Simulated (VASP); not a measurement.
A run of VASP 6.6.1 is set up as follows.

File INCAR:

```
SYSTEM = NaH
PREC = Accurate ; ENCUT = 520
EDIFF = 1E-6 ; ISMEAR = 0
SIGMA = 0.05 ; LREAL = .False.
LASPH = .True. ; NELM = 100
ALGO = Normal ; ISIF = 2
LWAVE = .False. ; LCHARG = .False.
GGA = PE ; NBANDS = 11
```

The input KPOINTS:

```
Automatic mesh
0
Gamma
  10 10 10
  0 0 0
```

The input POSCAR:

```
NaH
1.0
    3.1028802000      0.0000000000      0.0000000000
    0.0000000000      3.1028802000      0.0000000000
    0.0000000000      0.0000000000      2.8812459000
Na H
1 1
Direct
    0.0000000000      0.0000000000      0.0000000000
    0.5000000000      0.5000000000      0.5000000000
```

Potentials or basis: VASP PAW PBE potentials, release 64 (Na_pv, H).

Command:

```console
$ cat potpaw_PBE.64/Na_pv/POTCAR potpaw_PBE.64/H/POTCAR > POTCAR
$ mpirun -np 1 vasp_std > vasp.out
```

**Question.** What does it give for the band gap on the k mesh?

**Answer.** 0.76 eV, indirect (least direct gap 4.14 eV).

**Question.** Predict the pressure.

**Answer.** -1.3 GPa.

Stress tensor (GPa, compression positive):
```
-3.86  0.00  0.00
 0.00 -3.86  0.00
 0.00  0.00  3.76
```

Caveat: the cell differs from its parent crystal (strain +0.050 along x and y, -0.025 along z). A k mesh can miss the band edges.
